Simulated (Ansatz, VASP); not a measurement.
**One calculation of BaTiCl3, two programs**

The input POSCAR:

```
BaTiCl3
1.0
    3.4762283700      6.0210003700      0.0000000000
   -3.4762283700      6.0210003700      0.0000000000
    0.0000000000      0.0000000000      5.8526259000
Cl Ti Ba
6 2 2
Direct
    0.2964000000      0.8518000000      0.5000000000
    0.8518000000      0.8518000000      0.5000000000
    0.8518000000      0.2964000000      0.5000000000
    0.7036000000      0.1482000000      0.0000000000
    0.1482000000      0.1482000000      0.0000000000
    0.1482000000      0.7036000000      0.0000000000
    0.0000000000      0.0000000000      0.2559400000
    0.0000000000      0.0000000000      0.7440600000
    0.3333000000      0.3334000000      0.5000000000
    0.6667000000      0.6666000000      0.0000000000
```

File INCAR.step1:

```
ALGO = Normal
EDIFF = 1E-5
ENCUT = 550
GGA = PE
GGA_COMPAT = False
ISMEAR = -1
ISPIN = 2
ISYM = 0
KPAR = 4
LASPH = True
LCHARG = False
LMAXMIX = 4
LREAL = False
LWAVE = True
MAGMOM = 0 0 0 0 0 0 -1.43 1.43 0 0
NBANDS = 58
NELM = 200
PREC = Accurate
SIGMA = 0.1
```

Contents of INCAR.step2:

```
ALGO = Normal
EDIFF = 1E-6
ENCUT = 550
GGA_COMPAT = False
ISIF = 2
ISMEAR = -1
ISPIN = 2
ISTART = 1
ISYM = 0
KPAR = 4
LASPH = True
LCHARG = False
LMAXMIX = 4
LMIXTAU = True
LORBIT = 11
LREAL = False
LWAVE = False
MAGMOM = 0 0 0 0 0 0 -1.43 1.43 0 0
METAGGA = R2SCAN
NBANDS = 58
NELM = 200
PREC = Accurate
SIGMA = 0.1
```

Contents of KPOINTS:

```
k-points
0
Gamma
  4 4 4
```

Input for Ansatz:

```yaml
crystal:
  lattice:
    - [3.47622837, 6.02100037, 0.0]
    - [-3.47622837, 6.02100037, 0.0]
    - [0.0, 0.0, 5.8526259]
  atoms:
    - { symbol: Cl, position: [0.2964, 0.8518, 0.5] }
    - { symbol: Cl, position: [0.8518, 0.8518, 0.5] }
    - { symbol: Cl, position: [0.8518, 0.2964, 0.5] }
    - { symbol: Ti, position: [0.0, 0.0, 0.25594] }
    - { symbol: Ti, position: [0.0, 0.0, 0.74406] }
    - { symbol: Ba, position: [0.3333, 0.3334, 0.5] }
    - { symbol: Ba, position: [0.6667, 0.6666, 0.0] }
    - { symbol: Cl, position: [0.7036, 0.1482, 0.0] }
    - { symbol: Cl, position: [0.1482, 0.1482, 0.0] }
    - { symbol: Cl, position: [0.1482, 0.7036, 0.0] }
  symmetry: { detect: false, time_reversal: true }
kpoints:
  mp_grid: { grid: [4, 4, 4], shift: [0, 0, 0] }
  band_path:
    path:
      - [0.0, 0.0, 0.0]
      - [3.1e-07, -0.5, 0.0]
      - [0.33333365, -0.33333333, 0.0]
      - [0.0, 0.0, 0.0]
      - [0.0, 0.0, 0.5]
      - [3.1e-07, -0.5, 0.5]
      - [0.33333365, -0.33333333, 0.5]
      - [0.0, 0.0, 0.5]
      - [3.1e-07, -0.5, 0.5]
      - [3.1e-07, -0.5, 0.0]
      - [0.33333365, -0.33333333, 0.5]
    npoints: 6
magnetization:
  spin_polarized: true
scf:
  occupations: { method: fermi_dirac }
  lower_state_search: "off"
  max_iter: 200
hamiltonian:
  pseudopotentials: { kind: paw }
  xc: r2scan
basis:
  ecutwfc: 500
  fft_grid_basis: typed
output:
  forces: true
  stress: true
  eigenvalues: true
  bader: true
  populations: true
  elf: true
  write_potential: true
  volumetric_format: npy
  dos:
    e_range: [-12, 8]
    de: 0.05
    projected: { site_lists: { Ba: [Ba], Cl: [Cl], Ti: [Ti] } }
  write_density: true
checkpoint:
  read: saved_state
```

Alike in both runs: task single point; functional r2SCAN; k mesh 4 × 4 × 4; collinear spin.

```csv
,VASP,Ansatz
version,VASP 6.6.1,Ansatz 0.2.0
potentials or method,"VASP PAW PBE potentials, release 64 (Cl, Ti_sv, Ba_sv), cutoff 550 eV",PAW plane waves
occupations,"fermi-dirac, width 0.1 eV",fermi-dirac
valence electrons in the cell,86,86
```

Ansatz gave:

```
pressure (GPa)                                                : 8.6
rms of the force components (eV/Å)                            : 1.609
net moment per atom (μB)                                      : 0.00
size of the moment on the site where the two differ most (μB) : 1.30
```

Estimate VASP's values.

pressure (GPa): 9.0; rms of the force components (eV/Å): 1.628; net moment per atom (μB): 0.00; size of the moment on the site where the two differ most (μB): 1.54.

VASP's potentials were made for PBE, not for r2SCAN. Site moments also hang on the region over which each program counts them.

Spin-orbit coupling is off throughout.
